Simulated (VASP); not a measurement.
# Cs (Im-3m) in VASP: further runs, part 2 of 2

VASP 6.6.1.

**3. Single point, PBE**

INCAR reads:

```
SYSTEM = Cs
  PREC = Accurate
  ENCUT = 520
  EDIFF = 1E-7
  ISMEAR = -1
  SIGMA = 0.03
  LREAL = .FALSE.
  LASPH = .TRUE.
  NELM = 100
  ALGO = Normal
  ISIF = 2
  LWAVE = .FALSE.
  LCHARG = .FALSE.
  GGA = PE
  NBANDS = 10
```

KPOINTS reads:

```
Automatic mesh
0
G
  3 3 3
  0 0 0
```

POSCAR reads:

```
Cs
1.0
   -3.1284650614      3.1284650614      3.1284650614
    3.1284650614     -3.1284650614      3.1284650614
    3.1284650614      3.1284650614     -3.1284650614
Cs
1
Direct
    0.0000000000      0.0000000000      0.0000000000
```

Potentials or basis: VASP PAW PBE potentials, release 64 (Cs_sv).

Started as:

```console
cat potpaw_PBE.64/Cs_sv/POTCAR > POTCAR
mpirun -np 1 vasp_std > vasp.out
```

OUTCAR:

```text
SYSTEM = Cs
   PREC = Accurate
   ENCUT = 520
   EDIFF = 1E-7
   ISMEAR = -1
   LREAL = .FALSE.
   LASPH = .TRUE.
   NELM = 100
   ISIF = 2
   GGA = PE

 ion  position               nearest neighbor table
   1  0.000  0.000  0.000-

  LATTYP: Found a body centered cubic cell.
 ALAT       =     6.2569301228

  Lattice vectors:

 A1 = (  -3.1284650614,   3.1284650614,   3.1284650614)
 A2 = (   3.1284650614,  -3.1284650614,   3.1284650614)
 A3 = (   3.1284650614,   3.1284650614,  -3.1284650614)

Analysis of symmetry for initial positions (statically):
=====================================================================
 Subroutine PRICEL returns:
 Original cell was already a primitive cell.

 Routine SETGRP: Setting up the symmetry group for a
 body centered cubic supercell.

 Subroutine GETGRP returns: Found 48 space group operations
 (whereof 48 operations were pure point group operations)
 out of a pool of 48 trial point group operations.

The static configuration has the point symmetry O_h .

Analysis of symmetry for dynamics (positions and initial velocities):
=====================================================================
 Subroutine PRICEL returns:
 Original cell was already a primitive cell.

 Routine SETGRP: Setting up the symmetry group for a
 body centered cubic supercell.

 Subroutine GETGRP returns: Found 48 space group operations
 (whereof 48 operations were pure point group operations)
 out of a pool of 48 trial point group operations.

The dynamic configuration has the point symmetry O_h .

 Subroutine INISYM returns: Found 48 space group operations
 (whereof 48 operations are pure point group operations),
 and found     1 'primitive' translations

----------------------------------------------------------------------------------------

                                     Primitive cell

  volume of cell :     122.4768

  direct lattice vectors                    reciprocal lattice vectors
    -3.128465061  3.128465061  3.128465061     0.000000000  0.159822785  0.159822785
     3.128465061 -3.128465061  3.128465061     0.159822785  0.000000000  0.159822785
     3.128465061  3.128465061 -3.128465061     0.159822785  0.159822785  0.000000000

  length of vectors
     5.418660436  5.418660436  5.418660436     0.226023551  0.226023551  0.226023551

  position of ions in fractional coordinates (direct lattice)
     0.000000000  0.000000000  0.000000000

  ion indices of the primitive-cell ions
   primitive index   ion index
                 1           1

----------------------------------------------------------------------------------------

 KPOINTS: Automatic mesh

Automatic generation of k-mesh.
 Grid dimensions read from file:
 generate k-points for:    3    3    3

 Generating k-lattice:

  Cartesian coordinates                     Fractional coordinates (reciprocal lattice)
     0.000000000  0.053274262  0.053274262     0.333333333  0.000000000  0.000000000
     0.053274262  0.000000000  0.053274262     0.000000000  0.333333333  0.000000000
     0.053274262  0.053274262  0.000000000     0.000000000  0.000000000  0.333333333

  Length of vectors
     0.075341184  0.075341184  0.075341184

  Shift w.r.t. Gamma in fractional coordinates (k-lattice)
     0.000000000  0.000000000  0.000000000

 Subroutine IBZKPT returns following result:
 ===========================================

 Found      4 irreducible k-points:

 Following reciprocal coordinates:
            Coordinates               Weight
  0.000000  0.000000  0.000000      1.000000
  0.333333  0.000000  0.000000     12.000000
  0.333333  0.333333  0.000000      8.000000
 -0.333333  0.333333  0.333333      6.000000
   k-points           NKPTS =      4   k-points in BZ     NKDIM =      4   number of bands    NBANDS=     10
   number of dos      NEDOS =    301   number of ions     NIONS =      1
   total plane-waves  NPLWV =  64000
   dimension x,y,z NGX =    40 NGY =   40 NGZ =   40
   dimension x,y,z NGXF=    80 NGYF=   80 NGZF=   80
   ions per type =               1
   NGX,Y,Z   is equivalent  to a cutoff of  12.27, 12.27, 12.27 a.u.
   NGXF,Y,Z  is equivalent  to a cutoff of  24.54, 24.54, 24.54 a.u.
 SYSTEM =  Cs
   PREC   = accura    normal or accurate (medium, high low for compatibility)
   ISTART =      0    job   : 0-new  1-cont  2-samecut
   ICHARG =      2    charge: 1-file 2-atom 10-const
   ISPIN  =      1    spin polarized calculation?
   LNONCOLLINEAR =      F non collinear calculations
   LSORBIT =      F    spin-orbit coupling
   LASPH  =      T    aspherical Exc in radial PAW
   ENCUT  =  520.0 eV  38.22 Ry    6.18 a.u.  10.08 10.08 10.08*2*pi/ulx,y,z
   NELM   =    100;   NELMIN=  2; NELMDL= -5     # of ELM steps
   EDIFF  = 0.1E-06   stopping-criterion for ELM
   LREAL  =      F    real-space projection
   EDIFFG = 0.1E-05   stopping-criterion for IOM
   NSW    =      0    number of steps for IOM
   IBRION =     -1    ionic relax: 0-MD 1-quasi-New 2-CG
   NFREE  =      0    steps in history (QN), initial steepest desc. (CG)
   ISIF   =      2    stress and relaxation
   ISYM   =      2    0-nonsym 1-usesym 2-fastsym
   POTIM  = 0.5000    time-step for ionic-motion
   TEBEG  =    0.0;   TEEND  =   0.0 temperature during run
   PSTRESS=    0.0 pullay stress
   NELECT =       9.0000    total number of electrons
   NUPDOWN=      -1.0000    fix difference up-down
   EMIN   =  10.00;   EMAX   =-10.00  energy-range for DOS
   EFERMI =   0.00;   METHOD = LEGACY
   ISMEAR =    -1;   SIGMA  =   0.03  broadening in eV -4-tet -1-fermi 0-gaus
   EFERMI_NEDOS =   21; number of points for ismear=-14 and -15
   IALGO  =     38    algorithm
   IMIX   =      4    mixing-type and parameters
     AMIX     =   0.40;   BMIX     =  1.00
     AMIX_MAG =   1.60;   BMIX_MAG =  1.00
  volume/ion in A,a.u.               =     122.48       826.51
  Fermi-wavevector in a.u.,A,eV,Ry     =   0.685706  1.295796  6.397353  0.470192
  Thomas-Fermi vector in A             =   1.765724
   LORBIT       =      0    0 simple, 1 ext, 2 COOP (PROOUT), +10 PAW based schemes
   GGA     = PE    functional components
   LHFCALC =     F    Hartree Fock is set to
   AEXX    =    0.0000 exact exchange contribution
   IVDW    =     0    specifies the selected vdW correction
   LEPSILON=     F    determine dielectric tensor
   LRPA    =     F    only Hartree local field effects (RPA)
 non-spin polarized calculation
  energy-cutoff  :      520.00
  volume of cell :      122.48
 maximum number of plane-waves:      3319
   NGX = 21   NGY = 21   NGZ = 21

 number of electron       8.9999999 magnetization

 Free energy of the ion-electron system (eV)
  ---------------------------------------------------
  ext. energy  EPLUGINS =         0.00000000
  ---------------------------------------------------
  free energy    TOTEN  =        -0.92158050 eV

  energy without entropy =       -0.91775602  energy(sigma->0) =       -0.91966826

 E-fermi :   0.4548     XC(G=0):  -5.2525

 val. band max:       -0.2914600442   @ k =   0.3333   0.0000   0.0000
 cond. band min:       0.5267409519   @ k =  -0.3333   0.3333   0.3333
 fundamental gap:      0.8182009961
 Fermi energy:         0.4548040937

 k-point     1 :       0.0000    0.0000    0.0000
  band No.  band energies     occupation
      1     -23.5982      2.00000
      2     -10.3489      2.00000
      3     -10.3489      2.00000
      4     -10.3489      2.00000
      5      -1.3134      2.00000
      6       2.7528      0.00000
      7       2.7528      0.00000
      8       2.7528      0.00000
      9       3.5676      0.00000
     10       3.5676      0.00000

 k-point     2 :       0.3333    0.0000    0.0000
  band No.  band energies     occupation
      1     -23.5945      2.00000
      2     -10.4320      2.00000
      3     -10.3767      2.00000
      4     -10.3488      2.00000
      5      -0.2915      2.00000
      6       1.6317      0.00000
      7       2.0998      0.00000
      8       3.4889      0.00000
      9       3.6694      0.00000
     10       3.8533      0.00000

 k-point     3 :       0.3333    0.3333    0.0000
  band No.  band energies     occupation
      1     -23.5927      2.00000
      2     -10.4249      2.00000
      3     -10.4249      2.00000
      4     -10.3628      2.00000
      5       1.1440      0.00000
      6       1.1764      0.00000
      7       1.1764      0.00000
      8       3.4432      0.00000
      9       3.7237      0.00000
     10       3.7237      0.00000

 k-point     4 :      -0.3333    0.3333    0.3333
  band No.  band energies     occupation
      1     -23.5914      2.00000
      2     -10.4215      2.00000
      3     -10.4075      2.00000
      4     -10.4075      2.00000
      5       0.5267      0.16667
      6       1.3838      0.00000
      7       2.6462      0.00000
      8       2.6462      0.00000
      9       2.8897      0.00000
     10       3.9284      0.00000

------------------------ aborting loop because EDIFF is reached ----------------------------------------

  FORCE on cell =-STRESS in cart. coord.  units (eV):
  Direction    XX          YY          ZZ          XY          YZ          ZX
  --------------------------------------------------------------------------------------
  -------------------------------------------------------------------------------------
  Total       -0.1179707     -0.1179707     -0.1179707      0.0000000      0.0000000      0.0000000
  in kB       -1.5432312     -1.5432312     -1.5432312      0.0000000      0.0000000      0.0000000
  external PRESSURE =      -1.5432312 kB  Pullay stress =       0.0000000 kB

 VOLUME and BASIS-vectors are now :
 -----------------------------------------------------------------------------
  energy-cutoff  :      520.00
  volume of cell :      122.48
      direct lattice vectors                 reciprocal lattice vectors
    -3.128465061  3.128465061  3.128465061     0.000000000  0.159822785  0.159822785
     3.128465061 -3.128465061  3.128465061     0.159822785  0.000000000  0.159822785
     3.128465061  3.128465061 -3.128465061     0.159822785  0.159822785  0.000000000

 POSITION                                       TOTAL-FORCE (eV/Angst)
 -----------------------------------------------------------------------------------
      0.00000      0.00000      0.00000         0.000000      0.000000      0.000000
 -----------------------------------------------------------------------------------
    total drift:                               -0.000000      0.000000     -0.000000

  FREE ENERGIE OF THE ION-ELECTRON SYSTEM (eV)
  ---------------------------------------------------
  free  energy   TOTEN  =        -0.9215804971 eV

  energy  without entropy=       -0.9177560173  energy(sigma->0) =       -0.91966826
```

stdout:

```text
POSCAR found type information on POSCAR Cs
 POSCAR found :  1 types and       1 ions
 scaLAPACK will be used
 LDA part: xc-table for (Slater+PW92), standard interpolation
 POSCAR, INCAR and KPOINTS ok, starting setup
 FFT: planning ... GRIDC
 FFT: planning ... GRID_SOFT
 FFT: planning ... GRID
 WAVECAR not read
 entering main loop
```

It took 16 s on 1 thread of Intel Xeon 6975P-C, shared host; peak memory 0.22 GiB.

Results:

```
Free energy : -0.9216 eV
Pressure    : -0.2 GPa
```

Caveat: the k points lie up to 0.47 Å⁻¹ apart; spin-orbit coupling is left out, which moves the levels of the heavy elements.
